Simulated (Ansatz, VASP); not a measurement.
Two plane-wave programs on Ga

```
Ga
1.0
    -2.95765    2.95765    2.95765
     2.95765   -2.95765    2.95765
     2.95765    2.95765   -2.95765
Ga
6
Cartesian
  2.2182 2.9576 -1.4788
  2.9576 -1.4788 2.2182
  0.7394 2.9576 1.4788
  -1.4788 2.2182 2.9576
  1.4788 0.7394 2.9576
  2.9576 1.4788 0.7394
```

Alike in both runs: task single point; functional PBE; k mesh 8 × 8 × 8; occupations gaussian, width 0.1 eV; no spin polarisation.

```csv
,VASP,Ansatz
version,VASP 6.6.1,Ansatz 0.2.0
potentials or method,"VASP PAW PBE potentials, release 64 (Ga_d), cutoff 520 eV","scalar-relativistic, plane waves, PAW"
valence electrons in the cell,78,78
```

Ansatz gave:

```
gap on the k mesh at the Fermi level (eV) : none
pressure (GPa)                            : 5.7
```

**Question.** Estimate VASP's values.

**Answer.** gap on the k mesh at the Fermi level (eV): none; pressure (GPa): 5.9.

A gap of «none» marks a metal or a gap that the smearing closes. With one functional, cell and mesh, what is left measures potentials, basis and numerics.
